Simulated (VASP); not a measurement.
Input of a VASP 6.6.1 run:

INCAR

```
SYSTEM = P
ALGO = Normal ; EDIFF = 1E-6
EDIFFG = -0.005 ; ENCUT = 600
GGA = PS ; IBRION = 2
ISIF = 3 ; ISMEAR = 0
LASPH = .TRUE. ; LCHARG = .FALSE.
LREAL = .FALSE. ; LWAVE = .FALSE.
NELM = 100 ; NSW = 100
PREC = Accurate ; SIGMA = 0.1
```

The input KPOINTS:

```
k-points
0
G
  10 10 10
  0 0 0
```

POSCAR

```
P
1.0
    4.2729048574      0.0000000000      0.0000000000
    0.0000000000      4.2729048574      0.0000000000
    0.0000000000      0.0000000000      4.3780000000
P
1
Direct
    0.0000000000      0.0000000000      0.0000000000
```

Potentials or basis: VASP PAW PBE potentials, release 64 (P).

Command:

```sh
$ cat potpaw_PBE.64/P/POTCAR > POTCAR
$ mpirun -np 1 vasp_std > vasp.out
```

Question: Predict the relaxed volume.

Answer: 14.18 Å³/atom.

Question: Predict the relaxed cell.

Answer: a = 2.420 Å, b = 2.420 Å, c = 2.420 Å, α = 90.00°, β = 90.00°, γ = 90.00°.

Question: Estimate the space group after relaxing (to 0.05 Å).

Answer: Pm-3m (No. 221).

Step by step:
```csv
step,energy change (eV),largest force (eV/Å),pressure (GPa),volume (Å³)
1,0.0000,0.0000,-3.89,79.93
2,-0.6782,0.0000,-7.10,59.52
3,-2.7997,0.0000,-17.84,30.63
4,22.9226,0.0000,2385.64,3.90
5,-3.0780,0.0000,-18.98,28.22
6,-4.3313,0.0000,28.53,12.33
7,-4.3420,0.0000,-15.23,17.75
8,-4.5030,0.0000,-6.62,15.31
9,-4.5164,0.0000,0.90,14.33
10,-4.1318,0.0000,46.22,11.54
11,-4.5722,0.0000,7.64,13.53
12,-4.5741,0.0000,8.68,13.44
13,-4.5388,0.0000,-7.50,15.37
14,-4.6135,0.0000,-0.16,14.20
15,-4.6135,0.0000,0.05,14.17
16,-4.6135,0.0000,0.19,14.16
17,-4.6136,0.0000,-0.11,14.19
18,-4.6136,0.0000,0.01,14.18
```

Caveat: the volume moved by over 15 % at a fixed basis, so the end points are rough; the PAW data sets were made with another functional, which shifts forces and pressure a little; the volume moved by -82 % from the deposited cell, more than functionals usually miss.
